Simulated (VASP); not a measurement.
A run of VASP 6.6.1 is set up as follows.

Contents of INCAR:

```
SYSTEM = Ir2S
PREC = Accurate ; ENCUT = 520
EDIFF = 1E-7 ; ISMEAR = 0
SIGMA = 0.1 ; LREAL = .False.
LASPH = .True. ; NELM = 150
ALGO = Normal ; ISIF = 2
LWAVE = .False. ; LCHARG = .True.
ISPIN = 2 ; MAGMOM = 1 1 1 1 0 0
LORBIT = 11 ; LMAXMIX = 4
GGA = PE ; LELF = .True.
LVHAR = .True. ; NBANDS = 37
```

File KPOINTS:

```
regular mesh
0
Gamma
  4 4 4
  0 0 0
```

POSCAR

```
Ir2S
1.0
    4.1416198952      0.0000000000      0.0000000000
    0.0000000000      4.1416198952      0.0000000000
    0.0000000000      0.0000000000      5.9623386995
Ir S
4 2
Direct
    0.0000000000      0.5000000000      0.2030000000
    0.0000000000      0.5000000000      0.7030000000
    0.5000000000      0.0000000000      0.2970000000
    0.5000000000      0.0000000000      0.7970000000
    0.0000000000      0.0000000000      0.0000000000
    0.5000000000      0.5000000000      0.5000000000
```

Potentials or basis: VASP PAW PBE potentials, release 64 (Ir, S).

The run is started by

```bash
$ cat potpaw_PBE.64/Ir/POTCAR potpaw_PBE.64/S/POTCAR > POTCAR
$ mpirun -np 1 vasp_std > vasp.out
```

Q: What does it give for the pressure?

A: -17.8 GPa.

Q: What does it give for the largest force?

A: 0.435 eV/Å.

Q: What does it give for the band gap on the k mesh?

A: Zero (filled and empty bands overlap).

Q: What does it give for the net moment?

A: 0.00 μB per cell.

Stress tensor (GPa, compression positive):
```
-17.79   0.00   0.00
  0.00 -17.79   0.00
  0.00   0.00 -17.69
```

Caveat: the k points lie up to 0.38 Å⁻¹ apart; spin-orbit coupling is left out, which moves the levels of the heavy elements.
